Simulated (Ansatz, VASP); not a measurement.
## Hf in VASP and in Ansatz

```
Hf
1.0
    -2.51670    2.51670    1.38024
     2.51670   -2.51670    1.38024
     2.51670    2.51670   -1.38024
Hf
2
Direct
  0.62500 0.87500 0.75000
  0.37500 0.12500 0.25000
```

Change from the starting cell: volume scaled by 0.75, PAW files.

Alike in both runs: task single point; functional PBE; k mesh 14 × 14 × 14; occupations fermi-dirac, width 0.05 eV; no spin polarisation.

|  | VASP | Ansatz |
| --- | --- | --- |
| version | VASP 6.6.1 | Ansatz 0.2.0 |
| potentials or method | VASP PAW PBE potentials, release 64 (Hf_pv) | PAW with Ansatz's default frozen-core files, scalar-relativistic |
| plane-wave cutoff (eV) | 520 | 420 |
| valence electrons in the cell | 20 | 52 |

|  | VASP | Ansatz | Ansatz less VASP |
| --- | --- | --- | --- |
| pressure (GPa) | 40.8 | 41.7 | +0.87 |
| traceless stress, the component that is largest in VASP (GPa) | 0.18 | -0.02 | -0.202 |

Both programs put the cell under a high pressure, so it lies far from rest at this level. VASP's potentials hold 20 valence electrons a cell and Ansatz's 52, so a difference there can come from the potentials and not from the codes.

Spin-orbit coupling is off throughout.
